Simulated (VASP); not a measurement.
# TePb (Fm-3m) in VASP: further runs

The runs below take TePb through single point, with PBE-based screened hybrid with 25 % exact exchange.

All numbers are computed with VASP 6.6.1; they aren't measurements. Logs are shortened: lines on timing, memory, paths and dates and some standing lists are left out, and cuts for length are marked.

**1. The cell of the first run**

It takes space group Fm-3m (No. 225, cubic). Conventional cell: a = 6.330 Å, b = 6.330 Å, c = 6.330 Å, α = 90.00°, β = 90.00°, γ = 90.00°. Pb (site symmetry m-3m) has 6 Te at 3.17 Å within 4.2 Å. Te (site symmetry m-3m) has 6 Pb at 3.17 Å within 4.2 Å.

**2. Single point, PBE-based screened hybrid with 25 % exact exchange**

The input, POSCAR:

```
TePb
1.0
    0.0000000000      3.1650427173      3.1650427173
    3.1650427173      0.0000000000      3.1650427173
    3.1650427173      3.1650427173      0.0000000000
Pb Te
1 1
Direct
    0.0000000000      0.0000000000      0.0000000000
    0.5000000000      0.5000000000      0.5000000000
```

The input, INCAR.step1:

```
SYSTEM = TePb
PREC = Accurate ; ENCUT = 520
EDIFF = 1E-5 ; ISMEAR = -1
SIGMA = 0.05 ; LREAL = .FALSE.
LASPH = .TRUE. ; NELM = 80
ALGO = Normal ; ISIF = 2
LWAVE = .TRUE. ; LCHARG = .FALSE.
NBANDS = 17 ; GGA = PE
```

The input, INCAR.step2:

```
SYSTEM = TePb
PREC = Accurate ; ENCUT = 520
EDIFF = 1E-6 ; ISMEAR = -1
SIGMA = 0.05 ; LREAL = .FALSE.
LASPH = .TRUE. ; NELM = 80
ALGO = Normal ; ISIF = 2
LWAVE = .FALSE. ; LCHARG = .FALSE.
GGA = PE ; LHFCALC = .TRUE.
AEXX = 0.25 ; HFSCREEN = 0.3
PRECFOCK = Normal ; NBANDS = 17
ISTART = 1
```

The input, KPOINTS:

```
regular mesh
0
G
  4 4 4
  0 0 0
```

Potentials or basis: VASP PAW PBE potentials, release 64 (Pb_d, Te).

Command:

```console
$ cat potpaw_PBE.64/Pb_d/POTCAR potpaw_PBE.64/Te/POTCAR > POTCAR
$ cp INCAR.step1 INCAR
$ mpirun -np 1 vasp_std > vasp.out
$ cp INCAR.step2 INCAR
$ mpirun -np 1 vasp_std > vasp.out
```

OUTCAR:

```text
SYSTEM = TePb
   PREC = Accurate
   ENCUT = 520
   EDIFF = 1E-6
   ISMEAR = -1
   LREAL = .FALSE.
   LASPH = .TRUE.
   NELM = 80
   ISIF = 2
   GGA = PE
   LHFCALC = .TRUE.
   AEXX = 0.25
   HFSCREEN = 0.3
   PRECFOCK = Normal
   ISTART = 1

 ion  position               nearest neighbor table
   1  0.000  0.000  0.000-   2 3.17   2 3.17   2 3.17   2 3.17   2 3.17   2 3.17
   2  0.500  0.500  0.500-   1 3.17   1 3.17   1 3.17   1 3.17   1 3.17   1 3.17

  LATTYP: Found a face centered cubic cell.
 ALAT       =     6.3300854346

  Lattice vectors:

 A1 = (   0.0000000000,   3.1650427173,   3.1650427173)
 A2 = (   3.1650427173,   0.0000000000,   3.1650427173)
 A3 = (   3.1650427173,   3.1650427173,   0.0000000000)

Analysis of symmetry for initial positions (statically):
=====================================================================
 Subroutine PRICEL returns:
 Original cell was already a primitive cell.

 Routine SETGRP: Setting up the symmetry group for a
 face centered cubic supercell.

 Subroutine GETGRP returns: Found 48 space group operations
 (whereof 48 operations were pure point group operations)
 out of a pool of 48 trial point group operations.

The static configuration has the point symmetry O_h .

Analysis of symmetry for dynamics (positions and initial velocities):
=====================================================================
 Subroutine PRICEL returns:
 Original cell was already a primitive cell.

 Routine SETGRP: Setting up the symmetry group for a
 face centered cubic supercell.

 Subroutine GETGRP returns: Found 48 space group operations
 (whereof 48 operations were pure point group operations)
 out of a pool of 48 trial point group operations.

The dynamic configuration has the point symmetry O_h .

 Subroutine INISYM returns: Found 48 space group operations
 (whereof 48 operations are pure point group operations),
 and found     1 'primitive' translations

----------------------------------------------------------------------------------------

                                     Primitive cell

  volume of cell :      63.4116

  direct lattice vectors                    reciprocal lattice vectors
     0.000000000  3.165042717  3.165042717    -0.157975751  0.157975751  0.157975751
     3.165042717  0.000000000  3.165042717     0.157975751 -0.157975751  0.157975751
     3.165042717  3.165042717  0.000000000     0.157975751  0.157975751 -0.157975751

  length of vectors
     4.476046336  4.476046336  4.476046336     0.273622027  0.273622027  0.273622027

  position of ions in fractional coordinates (direct lattice)
     0.000000000  0.000000000  0.000000000
     0.500000000  0.500000000  0.500000000

  ion indices of the primitive-cell ions
   primitive index   ion index
                 1           1
                 2           2

----------------------------------------------------------------------------------------

 KPOINTS: regular mesh

Automatic generation of k-mesh.
 Grid dimensions read from file:
 generate k-points for:    4    4    4

 Generating k-lattice:

  Cartesian coordinates                     Fractional coordinates (reciprocal lattice)
    -0.039493938  0.039493938  0.039493938     0.250000000  0.000000000  0.000000000
     0.039493938 -0.039493938  0.039493938     0.000000000  0.250000000  0.000000000
     0.039493938  0.039493938 -0.039493938     0.000000000  0.000000000  0.250000000

  Length of vectors
     0.068405507  0.068405507  0.068405507

  Shift w.r.t. Gamma in fractional coordinates (k-lattice)
     0.000000000  0.000000000  0.000000000

 Subroutine IBZKPT returns following result:
 ===========================================

 Found      8 irreducible k-points:

 Following reciprocal coordinates:
            Coordinates               Weight
  0.000000  0.000000  0.000000      1.000000
  0.250000  0.000000  0.000000      8.000000
  0.500000  0.000000  0.000000      4.000000
  0.250000  0.250000  0.000000      6.000000
  0.500000  0.250000  0.000000     24.000000
 -0.250000  0.250000  0.000000     12.000000
  0.500000  0.500000  0.000000      3.000000
 -0.250000  0.500000  0.250000      6.000000
   k-points           NKPTS =      8   k-points in BZ     NKDIM =     64   number of bands    NBANDS=     17
   number of dos      NEDOS =    301   number of ions     NIONS =      2
   total plane-waves  NPLWV =  46656
   dimension x,y,z NGX =    36 NGY =   36 NGZ =   36
   dimension x,y,z NGXF=    72 NGYF=   72 NGZF=   72
   ions per type =               1   1
   NGX,Y,Z   is equivalent  to a cutoff of  13.37, 13.37, 13.37 a.u.
   NGXF,Y,Z  is equivalent  to a cutoff of  26.74, 26.74, 26.74 a.u.
 SYSTEM =  TePb
   PREC   = accura    normal or accurate (medium, high low for compatibility)
   ISTART =      1    job   : 0-new  1-cont  2-samecut
   ICHARG =      0    charge: 1-file 2-atom 10-const
   ISPIN  =      1    spin polarized calculation?
   LNONCOLLINEAR =      F non collinear calculations
   LSORBIT =      F    spin-orbit coupling
   LASPH  =      T    aspherical Exc in radial PAW
   ENCUT  =  520.0 eV  38.22 Ry    6.18 a.u.   8.32  8.32  8.32*2*pi/ulx,y,z
   NELM   =     80;   NELMIN=  2; NELMDL=  0     # of ELM steps
   EDIFF  = 0.1E-05   stopping-criterion for ELM
   LREAL  =      F    real-space projection
   EDIFFG = 0.1E-04   stopping-criterion for IOM
   NSW    =      0    number of steps for IOM
   IBRION =     -1    ionic relax: 0-MD 1-quasi-New 2-CG
   NFREE  =      0    steps in history (QN), initial steepest desc. (CG)
   ISIF   =      2    stress and relaxation
   ISYM   =      3    0-nonsym 1-usesym 2-fastsym
   POTIM  = 0.5000    time-step for ionic-motion
   TEBEG  =    0.0;   TEEND  =   0.0 temperature during run
   PSTRESS=    0.0 pullay stress
   NELECT =      20.0000    total number of electrons
   NUPDOWN=      -1.0000    fix difference up-down
   EMIN   =  10.00;   EMAX   =-10.00  energy-range for DOS
   EFERMI =   0.00;   METHOD = LEGACY
   ISMEAR =    -1;   SIGMA  =   0.05  broadening in eV -4-tet -1-fermi 0-gaus
   EFERMI_NEDOS =   21; number of points for ismear=-14 and -15
   IALGO  =     38    algorithm
   IMIX   =      1    mixing-type and parameters
     AMIX     =   0.40;   BMIX     =  1.00
     AMIX_MAG =   1.60;   BMIX_MAG =  1.00
  volume/ion in A,a.u.               =      31.71       213.96
  Fermi-wavevector in a.u.,A,eV,Ry     =   1.114368  2.105850 16.895930  1.241816
  Thomas-Fermi vector in A             =   2.250962
   LORBIT       =      0    0 simple, 1 ext, 2 COOP (PROOUT), +10 PAW based schemes
   GGA     = PE    functional components
   LHFCALC =     T    Hartree Fock is set to
   PRECFOCK=normal    Normal, Fast or Accurate (Low or Medium for compatibility)
   ENCUT4O =  -1.0   cutoff for four orbital integrals eV
   NKREDX  =     1    reduce k-point grid by
   NKREDY  =     1    reduce k-point grid by
   NKREDZ  =     1    reduce k-point grid by
   AEXX    =    0.2500 exact exchange contribution
   HFSCREEN=    0.3000 screening length (either q_TF or 0.3 A-1)
   HFSCREENC=   0.3000 screening length for correlation (either q_TF or 0.3 A-1)
   ENCUTFOCK=  -1.0 apply spherical cutoff to Coloumb kernel
   IVDW    =     0    specifies the selected vdW correction
   LEPSILON=     F    determine dielectric tensor
   LRPA    =     F    only Hartree local field effects (RPA)
 non-spin polarized calculation
  energy-cutoff  :      520.00
  volume of cell :       63.41
 maximum number of plane-waves:      1724
 NGX is ok and might be reduce to    36
  NGX = 28; NGY = 28; NGZ = 28

 number of electron      19.9999998 magnetization

 Free energy of the ion-electron system (eV)
  ---------------------------------------------------
  ext. energy  EPLUGINS =         0.00000000
  ---------------------------------------------------
  free energy    TOTEN  =        -8.58753631 eV

  energy without entropy =       -8.58749440  energy(sigma->0) =       -8.58751536

 E-fermi :   6.6920     XC(G=0):  -8.1219

 val. band max:        6.2978822033   @ k =   0.5000   0.0000   0.0000
 cond. band min:       7.0860687036   @ k =   0.5000   0.0000   0.0000
 fundamental gap:      0.7881865003
 Fermi energy:         6.6919740847

 k-point     1 :       0.0000    0.0000    0.0000
  band No.  band energies     occupation
      1     -12.2901      2.00000
      2     -12.2901      2.00000
      3     -12.2652      2.00000
      4     -12.2652      2.00000
      5     -12.2652      2.00000
      6      -7.4705      2.00000
[... 9 lines left out ...]
     16      12.3102      0.00000
     17      13.8661      0.00000

 k-point     2 :       0.2500    0.0000    0.0000
  band No.  band energies     occupation
      1     -12.3008      2.00000
      2     -12.3008      2.00000
      3     -12.2641      2.00000
      4     -12.2552      2.00000
      5     -12.2552      2.00000
      6      -6.8452      2.00000
[... 9 lines left out ...]
     16      13.5251      0.00000
     17      17.3335      0.00000

 k-point     3 :       0.5000    0.0000    0.0000
  band No.  band energies     occupation
      1     -12.3126      2.00000
      2     -12.3126      2.00000
      3     -12.2635      2.00000
      4     -12.2438      2.00000
      5     -12.2438      2.00000
      6      -5.7152      2.00000
[... 9 lines left out ...]
     16      16.0970      0.00000
     17      16.2652      0.00000

 k-point     4 :       0.2500    0.2500    0.0000
  band No.  band energies     occupation
      1     -12.3290      2.00000
      2     -12.2831      2.00000
      3     -12.2718      2.00000
      4     -12.2493      2.00000
      5     -12.2493      2.00000
      6      -6.6394      2.00000
[... 9 lines left out ...]
     16      15.2641      0.00000
     17      15.4371      0.00000

 k-point     5 :       0.5000    0.2500    0.0000
  band No.  band energies     occupation
      1     -12.3460      2.00000
      2     -12.2935      2.00000
      3     -12.2660      2.00000
      4     -12.2442      2.00000
      5     -12.2387      2.00000
      6      -5.5733      2.00000
[... 9 lines left out ...]
     16      16.5336      0.00000
     17      17.4994      0.00000

 k-point     6 :      -0.2500    0.2500    0.0000
  band No.  band energies     occupation
      1     -12.3187      2.00000
      2     -12.3081      2.00000
      3     -12.2573      2.00000
      4     -12.2506      2.00000
      5     -12.2479      2.00000
      6      -5.9399      2.00000
[... 9 lines left out ...]
     16      15.4780      0.00000
     17      16.3309      0.00000

 k-point     7 :       0.5000    0.5000    0.0000
  band No.  band energies     occupation
      1     -12.3816      2.00000
      2     -12.2783      2.00000
      3     -12.2760      2.00000
      4     -12.2318      2.00000
      5     -12.2318      2.00000
      6      -5.3511      2.00000
[... 9 lines left out ...]
     16      18.1680      0.00000
     17      18.2063      0.00000

 k-point     8 :      -0.2500    0.5000    0.2500
  band No.  band energies     occupation
      1     -12.3553      2.00000
      2     -12.2952      2.00000
      3     -12.2560      2.00000
      4     -12.2560      2.00000
      5     -12.2318      2.00000
      6      -5.1640      2.00000
[... 9 lines left out ...]
     16      18.1817      0.00000
     17      18.2758      0.00000

------------------------ aborting loop because EDIFF is reached ----------------------------------------

  FORCE on cell =-STRESS in cart. coord.  units (eV):
  Direction    XX          YY          ZZ          XY          YZ          ZX
  --------------------------------------------------------------------------------------
  -------------------------------------------------------------------------------------
  Total        1.7323310      1.7323310      1.7323310     -0.0000000      0.0000000     -0.0000000
  in kB       43.7696156     43.7696156     43.7696156     -0.0000000      0.0000000     -0.0000000
  external PRESSURE =      43.7696156 kB  Pullay stress =       0.0000000 kB

 VOLUME and BASIS-vectors are now :
 -----------------------------------------------------------------------------
  energy-cutoff  :      520.00
  volume of cell :       63.41
      direct lattice vectors                 reciprocal lattice vectors
     0.000000000  3.165042717  3.165042717    -0.157975751  0.157975751  0.157975751
     3.165042717  0.000000000  3.165042717     0.157975751 -0.157975751  0.157975751
     3.165042717  3.165042717  0.000000000     0.157975751  0.157975751 -0.157975751

 POSITION                                       TOTAL-FORCE (eV/Angst)
 -----------------------------------------------------------------------------------
      0.00000      0.00000      0.00000        -0.000000      0.000000      0.000000
      3.16504      3.16504      3.16504         0.000000      0.000000     -0.000000
 -----------------------------------------------------------------------------------
    total drift:                               -0.000001      0.000001     -0.000000

  FREE ENERGIE OF THE ION-ELECTRON SYSTEM (eV)
  ---------------------------------------------------
  free  energy   TOTEN  =        -8.5875363071 eV

  energy  without entropy=       -8.5874944041  energy(sigma->0) =       -8.58751536
```

Run time: 18 min. Hardware: 1 thread of Intel Xeon 8259CL, shared host; peak memory 0.32 GiB.

Results:

```yaml
Free_energy: -8.5875 eV
Pressure: 4.4 GPa
Band_gap_on_the_k_mesh: 0.79 eV
```

Caveat: the k points lie up to 0.43 Å⁻¹ apart; the PAW data sets were made with another functional, which shifts forces and pressure a little; spin-orbit coupling is left out, which moves the levels of the heavy elements.

[end of part 1 of 2]
